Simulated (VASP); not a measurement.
Here is a VASP 6.6.1 calculation.

Contents of POSCAR:

```
AgCl
1.0
    3.3955880419     -0.0419355123      0.0000000000
   -0.0419355123      3.3955880419      0.0000000000
    0.0000000000      0.0000000000      3.3955880419
Ag Cl
1 1
Direct
    0.0000000000      0.0000000000      0.0000000000
    0.5000000000      0.5000000000      0.5000000000
```

The input INCAR.step1:

```
PREC = Accurate ; ENCUT = 520
ISMEAR = 0 ; SIGMA = 0.01
LREAL = F ; LASPH = T
NELM = 80 ; NBANDS = 16
GGA = PE ; ALGO = Normal
EDIFF = 1E-4 ; LWAVE = T
LCHARG = F
```

INCAR.step2

```
PREC = Accurate ; ENCUT = 520
EDIFF = 1E-7 ; ISMEAR = 0
SIGMA = 0.01 ; LREAL = F
LASPH = T ; NELM = 80
ALGO = Normal ; ISIF = 2
LWAVE = F ; LCHARG = F
METAGGA = R2SCAN ; LMIXTAU = T
NBANDS = 16 ; ISTART = 1
```

KPOINTS

```
regular mesh
0
Gamma
  8 8 8
```

Potentials or basis: VASP PAW PBE potentials, release 64 (Ag, Cl).

Command:

```sh
$ cat potpaw_PBE.64/Ag/POTCAR potpaw_PBE.64/Cl/POTCAR > POTCAR
$ cp INCAR.step1 INCAR
$ mpirun -np 1 vasp_std > vasp.out
$ cp INCAR.step2 INCAR
$ mpirun -np 1 vasp_std > vasp.out
```

**Question.** What does it give for the band gap on the k mesh?

**Answer.** 1.10 eV (least direct gap 2.81 eV).

**Question.** Predict the pressure.

**Answer.** -0.1 GPa.

Stress tensor (GPa, compression positive):
```
-0.10 -0.26  0.00
-0.26 -0.10  0.00
 0.00  0.00 -0.10
```

Caveat: the cell differs from its parent crystal (shear xy strain -2.5%); the PAW data sets were made with another functional, which shifts forces and pressure a little. A k mesh can miss the band edges.
